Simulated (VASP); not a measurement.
# Ti11BiO24 (a cell with a defect) in VASP: single point with r2SCAN

Aim: the single point of Ti11BiO24 (a cell with a defect) with r2SCAN.

Program: VASP 6.6.1. These are calculated values, not measurements. Logs are shortened: lines on timing, memory, paths and dates and some standing lists are left out, and cuts for length are marked.

**1. The cell of the first run**

The cell holds a defect, 72 atoms: a = 9.183 Å, b = 9.183 Å, c = 8.817 Å, α = 90.00°, β = 90.00°, γ = 90.00°.

**2. Single point, r2SCAN**

POSCAR reads:

```
Ti11BiO24
1.0
    9.1828280000      0.0000000000      0.0000000000
    0.0000000000      9.1828280000      0.0000000000
    0.0000000000      0.0000000000      8.8166120000
Ti Bi O
22 2 48
Direct
    0.0012870000      0.0003540000      0.9991930000
    0.0005230000      0.0011130000      0.3339800000
    0.9993610000      0.9997810000      0.6688040000
    0.0011970000      0.5008140000      0.9910160000
    0.9990600000      0.4993540000      0.6759750000
    0.5008190000      0.0007530000      0.9983580000
    0.4996520000      0.9997900000      0.3328330000
    0.5001090000      0.9996850000      0.6675270000
    0.5003760000      0.5000970000      0.9933960000
    0.5006080000      0.5009620000      0.6736860000
    0.2492120000      0.2411170000      0.1636100000
    0.2483980000      0.2401300000      0.5021920000
    0.2568950000      0.2488060000      0.8323020000
    0.2540250000      0.7584450000      0.1610040000
    0.2523290000      0.7574810000      0.5064880000
    0.2457070000      0.7485240000      0.8334730000
    0.7478540000      0.2428620000      0.1598890000
    0.7457420000      0.2414210000      0.5048260000
    0.7552420000      0.2520250000      0.8326820000
    0.7528060000      0.7607930000      0.1648770000
    0.7520480000      0.7601820000      0.5024620000
    0.7434760000      0.7512000000      0.8342740000
    0.0001720000      0.5001610000      0.3335610000
    0.5006300000      0.5000210000      0.3336100000
    0.1527010000      0.1485260000      0.9953500000
    0.1479290000      0.1468620000      0.3331510000
    0.1527450000      0.1486770000      0.6717330000
    0.1477530000      0.6565120000      0.9986850000
    0.1650300000      0.6539280000      0.3335670000
    0.1475950000      0.6564910000      0.6682910000
    0.6562300000      0.1442960000      0.9957470000
    0.6485960000      0.1535360000      0.3333460000
    0.6563160000      0.1441200000      0.6712280000
    0.6535750000      0.6558940000      0.0008810000
    0.6724450000      0.6654850000      0.3335680000
    0.6537390000      0.6560040000      0.6665900000
    0.3466720000      0.3445750000      0.0003670000
    0.3270620000      0.3363400000      0.3333960000
    0.3468360000      0.3446750000      0.6661380000
    0.3443000000      0.8561290000      0.9959830000
    0.3518930000      0.8469000000      0.3336960000
    0.3444060000      0.8559900000      0.6711160000
    0.8528820000      0.3438600000      0.9987600000
    0.8348330000      0.3468470000      0.3334730000
    0.8527850000      0.3439400000      0.6683460000
    0.8477610000      0.8519870000      0.9951530000
    0.8537210000      0.8529070000      0.3337000000
    0.8477410000      0.8521490000      0.6718850000
    0.0996910000      0.3953440000      0.1530860000
    0.0994100000      0.3949070000      0.5138840000
    0.1014220000      0.4049700000      0.8334630000
    0.0977970000      0.9025290000      0.1660450000
    0.0979350000      0.9029270000      0.5012630000
    0.0962890000      0.9018210000      0.8335140000
    0.6049380000      0.3900520000      0.1356840000
    0.6058240000      0.3906060000      0.5317280000
    0.6019180000      0.4002200000      0.8336090000
    0.5978960000      0.9040870000      0.1669230000
    0.5977510000      0.9040540000      0.5001920000
    0.5933260000      0.8993480000      0.8335850000
    0.4030770000      0.0967430000      0.1669060000
    0.4028860000      0.0966980000      0.5000610000
    0.4071100000      0.1010530000      0.8334450000
    0.3947340000      0.6093970000      0.1361790000
    0.3954070000      0.6100480000      0.5309550000
    0.3984410000      0.6001930000      0.8335990000
    0.9026730000      0.0975710000      0.1662390000
    0.9027890000      0.0980360000      0.5009870000
    0.9044380000      0.0987560000      0.8337020000
    0.9006120000      0.6052130000      0.1531720000
    0.9003180000      0.6049700000      0.5140640000
    0.8989780000      0.5955460000      0.8336760000
```

INCAR.step1 reads:

```
SYSTEM = Ti11BiO24
PREC     = Accurate       ! precision mode
ENCUT    = 580            ! plane-wave cutoff, eV
ISMEAR   = -1             ! smearing method
SIGMA    = 0.05           ! smearing width, eV
LREAL    = Auto         
LASPH    = .TRUE.         ! aspherical terms in the spheres
NELM     = 120            ! most SCF steps
NBANDS   = 333            ! bands
ISYM     = -1           
GGA      = PE             ! functional
ALGO     = Normal         ! electronic algorithm
EDIFF    = 1E-5           ! SCF threshold, eV
LWAVE    = .TRUE.         ! write WAVECAR
LCHARG   = .FALSE.        ! write CHGCAR
GGA_COMPAT= .FALSE.      
KPAR     = 1
```

INCAR.step2 reads:

```
SYSTEM = Ti11BiO24
PREC     = Accurate       ! precision mode
ENCUT    = 580            ! plane-wave cutoff, eV
EDIFF    = 1E-6           ! SCF threshold, eV
ISMEAR   = -1             ! smearing method
SIGMA    = 0.05           ! smearing width, eV
LREAL    = Auto         
LASPH    = .TRUE.         ! aspherical terms in the spheres
NELM     = 120            ! most SCF steps
ALGO     = Normal         ! electronic algorithm
ISIF     = 2              ! what is computed and relaxed
LWAVE    = .FALSE.        ! write WAVECAR
LCHARG   = .FALSE.        ! write CHGCAR
METAGGA  = R2SCAN         ! meta-GGA
LMIXTAU  = .TRUE.       
NBANDS   = 333            ! bands
ISYM     = -1           
ISTART   = 1            
GGA_COMPAT= .FALSE.      
KPAR     = 1
```

KPOINTS reads:

```
explicit points
1
Reciprocal
  0.25000000   0.25000000   0.25000000 1
```

Potentials or basis: VASP PAW PBE potentials, release 64 (Ti_sv, Bi_d, O).

On the command line:

```bash
cat potpaw_PBE.64/Ti_sv/POTCAR potpaw_PBE.64/Bi_d/POTCAR potpaw_PBE.64/O/POTCAR > POTCAR
cp INCAR.step1 INCAR
mpirun -np 4 vasp_std > vasp.out
cp INCAR.step2 INCAR
mpirun -np 4 vasp_std > vasp.out
```

OUTCAR:

```text
SYSTEM = Ti11BiO24
   PREC = Accurate
   ENCUT = 580
   EDIFF = 1E-6
   ISMEAR = -1
   LREAL = Auto
   LASPH = .TRUE.
   NELM = 120
   ISIF = 2
   METAGGA = R2SCAN
   ISYM = -1
   ISTART = 1

 ion  position               nearest neighbor table
   1  0.001  0.000  0.999-  54 1.93  69 1.93  52 1.94  25 1.95  67 1.95  46 1.96   3 2.91
   2  0.001  0.001  0.334-  26 1.90  47 1.92  68 1.94  67 1.94  53 1.95  52 1.95
   3  0.999  1.000  0.669-  69 1.92  54 1.93  48 1.94  68 1.95  53 1.95  27 1.96   1 2.91
   4  0.001  0.501  0.991-  51 1.88  72 1.89  49 1.95  70 1.95  28 1.96  43 1.98   5 2.78  23 3.02

   5  0.999  0.499  0.676-  72 1.89  51 1.89  71 1.95  50 1.95  45 1.96  30 1.99   4 2.78  23 3.02

   6  0.501  0.001  0.998-  60 1.92  63 1.92  31 1.94  61 1.95  58 1.95  40 1.96   8 2.92
   7  0.500  1.000  0.333-  61 1.93  58 1.93  62 1.94  59 1.94  41 1.95  32 1.97
   8  0.500  1.000  0.668-  60 1.93  63 1.93  59 1.94  62 1.94  42 1.95  33 1.95   6 2.92
   9  0.500  0.500  0.993-  55 1.88  64 1.88  57 1.92  66 1.93  34 2.01  37 2.01  10 2.82  24 3.00

  10  0.501  0.501  0.674-  65 1.88  56 1.88  66 1.92  57 1.93  36 2.00  39 2.01   9 2.82  24 3.00

  11  0.249  0.241  0.164-  38 1.88  25 1.93  61 1.94  37 1.94  26 1.96  49 1.97
  12  0.248  0.240  0.502-  38 1.88  27 1.93  62 1.94  26 1.95  39 1.96  50 1.98  13 2.91
  13  0.257  0.249  0.832-  39 1.90  37 1.91  63 1.93  27 1.94  25 1.96  51 2.02  12 2.91
  14  0.254  0.758  0.161-  64 1.89  40 1.90  41 1.95  52 1.95  28 1.97  29 1.98  16 2.89
  15  0.252  0.757  0.506-  65 1.90  42 1.91  53 1.95  30 1.95  41 1.96  29 1.97  16 2.88
  16  0.246  0.749  0.833-  28 1.91  30 1.91  66 1.96  42 1.96  40 1.96  54 1.97  15 2.88  14 2.89

  17  0.748  0.243  0.160-  55 1.90  31 1.90  67 1.95  43 1.95  32 1.96  44 1.97  19 2.89
  18  0.746  0.241  0.505-  56 1.89  33 1.90  32 1.93  68 1.95  44 1.97  45 1.98  19 2.89
  19  0.755  0.252  0.833-  45 1.90  43 1.91  33 1.96  57 1.96  69 1.96  31 1.97  17 2.89  18 2.89

  20  0.753  0.761  0.165-  35 1.88  46 1.92  58 1.94  47 1.95  34 1.96  70 1.97  22 2.92
  21  0.752  0.760  0.502-  35 1.87  48 1.93  59 1.94  47 1.95  36 1.96  71 1.97
  22  0.743  0.751  0.834-  34 1.90  36 1.90  60 1.94  46 1.95  48 1.96  72 2.02  20 2.92
  23  0.000  0.500  0.334-  29 2.07  44 2.07  50 2.07  49 2.07  70 2.07  71 2.07   5 3.02   4 3.02

  24  0.501  0.500  0.334-  35 2.19  38 2.19  65 2.23  55 2.23  64 2.23  56 2.23  10 3.00   9 3.00

  25  0.153  0.149  0.995-  11 1.93   1 1.95  13 1.96
  26  0.148  0.147  0.333-   2 1.90  12 1.95  11 1.96
  27  0.153  0.149  0.672-  12 1.93  13 1.94   3 1.96
  28  0.148  0.657  0.999-  16 1.91   4 1.96  14 1.97
  29  0.165  0.654  0.334-  15 1.97  14 1.98  23 2.07
  30  0.148  0.656  0.668-  16 1.91  15 1.95   5 1.99
[... 40 lines left out ...]
  71  0.900  0.605  0.514-   5 1.95  21 1.97  23 2.07
  72  0.899  0.596  0.834-   5 1.89   4 1.89  22 2.02

IMPORTANT INFORMATION: All symmetrisations will be switched off!
NOSYMM: (Re-)initialisation of all symmetry stuff for point group C_1.

----------------------------------------------------------------------------------------

                                     Primitive cell

  volume of cell :     743.4549

  direct lattice vectors                    reciprocal lattice vectors
     9.182828000  0.000000000  0.000000000     0.108898914  0.000000000  0.000000000
     0.000000000  9.182828000  0.000000000     0.000000000  0.108898914  0.000000000
     0.000000000  0.000000000  8.816612000     0.000000000  0.000000000  0.113422253

  length of vectors
     9.182828000  9.182828000  8.816612000     0.108898914  0.108898914  0.113422253

  position of ions in fractional coordinates (direct lattice)
     0.001287000  0.000354000  0.999193000
     0.000523000  0.001113000  0.333980000
     0.999361000  0.999781000  0.668804000
     0.001197000  0.500814000  0.991016000
     0.999060000  0.499354000  0.675975000
     0.500819000  0.000753000  0.998358000
[... 64 lines left out ...]
     0.900318000  0.604970000  0.514064000
     0.898978000  0.595546000  0.833676000

  ion indices of the primitive-cell ions
   primitive index   ion index
                 1           1
                 2           2
                 3           3
                 4           4
                 5           5
                 6           6
[... 64 lines left out ...]
                71          71
                72          72

----------------------------------------------------------------------------------------

 KPOINTS: explicit points

Read explicit list of k-points.

 Found      1 k-points:

 Following reciprocal coordinates:
            Coordinates               Weight
  0.250000  0.250000  0.250000      1.000000
   k-points           NKPTS =      1   k-points in BZ     NKDIM =      1   number of bands    NBANDS=    336
   number of dos      NEDOS =    301   number of ions     NIONS =     72
   total plane-waves  NPLWV = 362880
   dimension x,y,z NGX =    72 NGY =   72 NGZ =   70
   dimension x,y,z NGXF=   144 NGYF=  144 NGZF=  140
   ions per type =              22   2  48
   NGX,Y,Z   is equivalent  to a cutoff of  13.03, 13.03, 13.20 a.u.
   NGXF,Y,Z  is equivalent  to a cutoff of  26.07, 26.07, 26.40 a.u.
 SYSTEM =  Ti11BiO24
   PREC   = accura    normal or accurate (medium, high low for compatibility)
   ISTART =      1    job   : 0-new  1-cont  2-samecut
   ICHARG =      0    charge: 1-file 2-atom 10-const
   ISPIN  =      1    spin polarized calculation?
   LNONCOLLINEAR =      F non collinear calculations
   LSORBIT =      F    spin-orbit coupling
   LASPH  =      T    aspherical Exc in radial PAW
   ENCUT  =  580.0 eV  42.63 Ry    6.53 a.u.  18.03 18.03 17.31*2*pi/ulx,y,z
   NELM   =    120;   NELMIN=  2; NELMDL=  0     # of ELM steps
   EDIFF  = 0.1E-05   stopping-criterion for ELM
   LREAL  =      T    real-space projection
   EDIFFG = 0.1E-04   stopping-criterion for IOM
   NSW    =      0    number of steps for IOM
   IBRION =     -1    ionic relax: 0-MD 1-quasi-New 2-CG
   NFREE  =      0    steps in history (QN), initial steepest desc. (CG)
   ISIF   =      2    stress and relaxation
   ISYM   =     -1    0-nonsym 1-usesym 2-fastsym
   POTIM  = 0.5000    time-step for ionic-motion
   TEBEG  =    0.0;   TEEND  =   0.0 temperature during run
   PSTRESS=    0.0 pullay stress
   NELECT =     582.0000    total number of electrons
   NUPDOWN=      -1.0000    fix difference up-down
   EMIN   =  10.00;   EMAX   =-10.00  energy-range for DOS
   EFERMI =   0.00;   METHOD = LEGACY
   ISMEAR =    -1;   SIGMA  =   0.05  broadening in eV -4-tet -1-fermi 0-gaus
   EFERMI_NEDOS =   21; number of points for ismear=-14 and -15
   IALGO  =     38    algorithm
   IMIX   =      4    mixing-type and parameters
     AMIX     =   0.40;   BMIX     =  1.00
     AMIX_MAG =   1.60;   BMIX_MAG =  1.00
  volume/ion in A,a.u.               =      10.33        69.68
  Fermi-wavevector in a.u.,A,eV,Ry     =   1.508797  2.851214 30.973252  2.276470
  Thomas-Fermi vector in A             =   2.619204
   LORBIT       =      0    0 simple, 1 ext, 2 COOP (PROOUT), +10 PAW based schemes
   METAGGA = R2SCAN    functional components
   LHFCALC =     F    Hartree Fock is set to
   AEXX    =    0.0000 exact exchange contribution
   IVDW    =     0    specifies the selected vdW correction
   LEPSILON=     F    determine dielectric tensor
   LRPA    =     F    only Hartree local field effects (RPA)
 non-spin polarized calculation
  energy-cutoff  :      580.00
  volume of cell :      743.45
 maximum number of plane-waves:     23578
 NGX is ok and might be reduce to    72
   NGX = 37   NGY = 37   NGZ = 35

 number of electron     582.0000063 magnetization

 Free energy of the ion-electron system (eV)
  ---------------------------------------------------
  ext. energy  EPLUGINS =         0.00000000
  ---------------------------------------------------
  free energy    TOTEN  =      -911.71665006 eV

  energy without entropy =     -911.71631803  energy(sigma->0) =     -911.71648404

 E-fermi :   6.3581     XC(G=0): -12.2972

 val. band max:        5.9245667048   @ k =   0.2500   0.2500   0.2500
 cond. band min:       6.7915370098   @ k =   0.2500   0.2500   0.2500
 fundamental gap:      0.8669703050
 Fermi energy:         6.3580518207

 k-point     1 :       0.2500    0.2500    0.2500
  band No.  band energies     occupation
      1     -54.1443      2.00000
      2     -54.1074      2.00000
      3     -54.0982      2.00000
      4     -54.0741      2.00000
      5     -54.0647      2.00000
      6     -53.9632      2.00000
[... 295 lines left out ...]
    302       7.9259      0.00000
    303       7.9451      0.00000
 [bands above 303 left out]

------------------------ aborting loop because EDIFF is reached ----------------------------------------

  FORCE on cell =-STRESS in cart. coord.  units (eV):
  Direction    XX          YY          ZZ          XY          YZ          ZX
  --------------------------------------------------------------------------------------
  -------------------------------------------------------------------------------------
  Total       45.7970029     43.1479953     74.5619788      1.4732978      0.5830643      0.5916176
  in kB       98.6945137     92.9857882    160.6842757      3.1750202      1.2565286      1.2749614
  external PRESSURE =     117.4548592 kB  Pullay stress =       0.0000000 kB

 VOLUME and BASIS-vectors are now :
 -----------------------------------------------------------------------------
  energy-cutoff  :      580.00
  volume of cell :      743.45
      direct lattice vectors                 reciprocal lattice vectors
     9.182828000  0.000000000  0.000000000     0.108898914  0.000000000  0.000000000
     0.000000000  9.182828000  0.000000000     0.000000000  0.108898914  0.000000000
     0.000000000  0.000000000  8.816612000     0.000000000  0.000000000  0.113422253

 POSITION                                       TOTAL-FORCE (eV/Angst)
 -----------------------------------------------------------------------------------
      0.01182      0.00325      8.80950        -0.018416     -0.001080     -0.032152
      0.00480      0.01022      2.94457         0.007344     -0.031131     -0.010416
      9.17696      9.18082      5.89659         0.017118      0.015343      0.014975
      0.01099      4.59889      8.73740        -0.001247      0.001317      0.113649
      9.17420      4.58548      5.95981         0.005973     -0.003171     -0.109655
      4.59893      0.00691      8.80214        -0.011855     -0.007323      0.024573
[... 64 lines left out ...]
      8.26747      5.55534      4.53230         0.075830     -0.074991     -0.184455
      8.25516      5.46880      7.35020        -0.067162      0.062422      0.001351
 -----------------------------------------------------------------------------------
    total drift:                               -0.000334     -0.000381      0.026100

  FREE ENERGIE OF THE ION-ELECTRON SYSTEM (eV)
  ---------------------------------------------------
  free  energy   TOTEN  =      -911.7166500550 eV

  energy  without entropy=     -911.7163180314  energy(sigma->0) =     -911.71648404
```

It took 13 min on 4 MPI ranks of Intel Xeon Platinum 8259CL at 2.50GHz (Skylake/Cascade Lake), shared host; peak memory 0.41 GiB.

Results:

```yaml
Free_energy: -911.7167 eV
Pressure: 11.7 GPa
Largest_force: 0.252 eV/Å
Band_gap_on_the_k_mesh: 0.87 eV
```

Forces in eV/Å, atoms in the order of the input:
```
Ti  -0.018 -0.001 -0.032
Ti   0.007 -0.031 -0.010
Ti   0.017  0.015  0.015
Ti  -0.001  0.001  0.114
Ti   0.006 -0.003 -0.110
Ti  -0.012 -0.007  0.025
Ti   0.019  0.010  0.025
Ti  -0.002  0.009  0.014
Ti   0.004  0.007  0.064
Ti  -0.010 -0.017 -0.060
Ti  -0.016 -0.018 -0.008
Ti  -0.013 -0.005  0.025
Ti  -0.059  0.011  0.035
Ti   0.001 -0.027  0.020
Ti   0.023 -0.019 -0.014
Ti   0.043  0.034 -0.005
Ti  -0.015  0.015  0.037
Ti   0.017  0.035  0.035
Ti  -0.052 -0.037  0.032
Ti  -0.004 -0.003 -0.039
Ti   0.002  0.002  0.040
Ti   0.066  0.004 -0.020
Bi  -0.011 -0.001  0.004
Bi   0.001  0.000  0.000
O   -0.018 -0.031  0.018
O   -0.021 -0.004 -0.002
O   -0.035 -0.046 -0.032
O   -0.075 -0.046  0.017
O   -0.170 -0.183  0.000
O   -0.080 -0.052 -0.012
O   -0.017 -0.048 -0.025
O   -0.062 -0.043 -0.021
O   -0.029 -0.058  0.003
O   -0.053 -0.047  0.022
O   -0.050 -0.079 -0.001
O   -0.046 -0.037 -0.013
O    0.052  0.046 -0.003
O    0.055  0.075 -0.001
O    0.059  0.052 -0.017
O    0.034  0.059 -0.021
O    0.041  0.029 -0.001
O    0.018  0.047  0.013
O    0.079  0.055 -0.003
O    0.176  0.181 -0.007
O    0.073  0.044 -0.036
O    0.032  0.040  0.029
O    0.029  0.030  0.005
O    0.018  0.026 -0.021
O   -0.074  0.072  0.177
O   -0.072  0.083 -0.180
O    0.069 -0.064 -0.003
O    0.023 -0.022  0.028
O    0.016 -0.018 -0.023
O    0.033 -0.049  0.005
O    0.015 -0.005  0.091
O    0.005 -0.004 -0.101
O    0.004  0.009 -0.004
O    0.024 -0.021 -0.015
O    0.027 -0.024 -0.007
O    0.043 -0.043 -0.010
O   -0.032  0.026 -0.024
O   -0.022  0.020  0.000
O   -0.040  0.039 -0.011
O   -0.010  0.010  0.092
O   -0.016  0.013 -0.091
O   -0.001 -0.007  0.002
O   -0.022  0.026  0.013
O   -0.029  0.024 -0.016
O   -0.029  0.045  0.005
O    0.076 -0.079  0.179
O    0.076 -0.075 -0.184
O   -0.067  0.062  0.001
```

Stress tensor (GPa, compression positive):
```
 9.87  0.32  0.13
 0.32  9.30  0.13
 0.13  0.13 16.07
```

Caveat: the PAW data sets were made with another functional, which shifts forces and pressure a little; spin-orbit coupling is left out, which moves the levels of the heavy elements.
